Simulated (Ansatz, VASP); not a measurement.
## One calculation of KI, two programs

File INCAR:

```
  PREC = Accurate
  ENCUT = 520
  EDIFF = 1E-6
  ISMEAR = 0
  SIGMA = 0.05
  LREAL = F
  LASPH = T
  NELM = 100
  ALGO = Normal
  ISIF = 2
  LWAVE = F
  LCHARG = F
  NBANDS = 15
```

KPOINTS

```
Automatic mesh
0
Gamma
  6 6 6
```

POSCAR

```
KI
1.0
    0.0000000000      3.5020028408      3.4109309835
    3.5020028408      0.0000000000      3.4109309835
    3.5020028408      3.5020028408      0.0000000000
K I
1 1
Direct
   -0.0724142474     -0.0724142474      0.0724142474
    0.5223102777      0.5223102777      0.4776897223
```

Input for Ansatz:

```yaml
crystal:
  lattice:
    - [0.0, 3.5020028408, 3.4109309835]
    - [3.5020028408, 0.0, 3.4109309835]
    - [3.5020028408, 3.5020028408, 0.0]
  atoms:
    - { symbol: K, position: [-0.0724142474, -0.0724142474, 0.0724142474] }
    - { symbol: I, position: [0.5223102777, 0.5223102777, 0.4776897223] }
basis:
  ecutwfc: 420
kpoints:
  mp_grid: { grid: [6, 6, 6] }
hamiltonian:
  xc: lda
  pseudopotentials: { kind: paw }
scf:
  occupations: { method: gaussian, width: 0.05 }
output:
  forces: true
  stress: true
  eigenvalues: true
```

Change from the starting cell: mode 6 frozen in at -0.494 Å, equal normal strain along x and y +0.0267.

Alike in both runs: task single point; functional LDA; k mesh 6 × 6 × 6; occupations gaussian, width 0.05 eV; no spin polarisation.

```csv
,VASP,Ansatz
version,VASP 6.6.1,Ansatz 0.2.0
potentials or method,"VASP PAW LDA potentials, release 64 (K_sv, I), cutoff 520 eV","scalar-relativistic, plane waves, PAW"
valence electrons in the cell,16,26
```

```csv
,VASP,Ansatz,Ansatz less VASP
gap on the k mesh at the Fermi level (eV),3.70,3.69,-0.006
least direct gap on the mesh (eV),3.70,3.69,-0.006
pressure (GPa),2.5,2.4,-0.09
"traceless stress, the component that is largest in VASP (GPa)",7.50,7.39,-0.116
rms of the force components (eV/Å),1.300,1.279,-0.0214
```

LDA's correlation is that of Perdew and Zunger in VASP and of Perdew and Wang (1992) in Ansatz. Atom by atom the forces differ by 0.021 eV/Å (rms over components). VASP's potentials hold 16 valence electrons a cell and Ansatz's 26, so a difference there can come from the potentials and not from the codes.

Spin-orbit coupling is off throughout.
